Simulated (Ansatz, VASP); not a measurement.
Two plane-wave programs on CoSi

INCAR

```
PREC = Accurate
ENCUT = 600
EDIFF = 1E-6
ISMEAR = -1
SIGMA = 0.1
LREAL = False
LASPH = True
NELM = 120
ALGO = Normal
ISIF = 2
LWAVE = False
LCHARG = True
GGA = PE
LELF = True
LVHAR = True
NBANDS = 14
GGA_COMPAT = False
```

KPOINTS

```
Automatic mesh
0
Gamma
  14 14 14
```

POSCAR

```
CoSi
1.0
    2.5810744482      0.0000000000      0.0000000000
    0.0000000000      2.5810744482      0.0000000000
    0.0000000000      0.0000000000      2.5810744482
Co Si
1 1
Direct
    0.0000000000      0.0000000000      0.0000000000
    0.5000000000      0.5000000000      0.5000000000
```

Input for Ansatz:

```yaml
crystal:
  lattice:
    - [2.5810744482, 0.0, 0.0]
    - [0.0, 2.5810744482, 0.0]
    - [0.0, 0.0, 2.5810744482]
  atoms:
    - { symbol: Co, position: [0.0, 0.0, 0.0] }
    - { symbol: Si, position: [0.5, 0.5, 0.5] }
kpoints:
  mp_grid: { grid: [14, 14, 14] }
scf:
  occupations: { method: fermi_dirac, width: 0.1 }
hamiltonian:
  xc: pbe
  pseudopotentials: { kind: paw }
output:
  forces: true
  stress: true
  eigenvalues: true
  populations: true
```

Change from the starting cell: volume scaled by 0.8, PAW files.

Alike in both runs: task single point; functional PBE; k mesh 14 × 14 × 14; occupations fermi-dirac, width 0.1 eV; no spin polarisation.

|  | VASP | Ansatz |
| --- | --- | --- |
| version | VASP 6.6.1 | Ansatz 0.2.0 |
| potentials or method | VASP PAW PBE potentials, release 64 (Co, Si) | PAW with Ansatz's default frozen-core files, scalar-relativistic |
| plane-wave cutoff (eV) | 600 | 420 |
| valence electrons in the cell | 13 | 21 |

```csv
,VASP,Ansatz,Ansatz less VASP
pressure (GPa),79.6,79.3,-0.29
```

Both programs put the cell under a high pressure, so it lies far from rest at this level. VASP's potentials hold 13 valence electrons a cell and Ansatz's 21, so a difference there can come from the potentials and not from the codes.

Noted on VASP's run: the cell as given lies far from equilibrium.
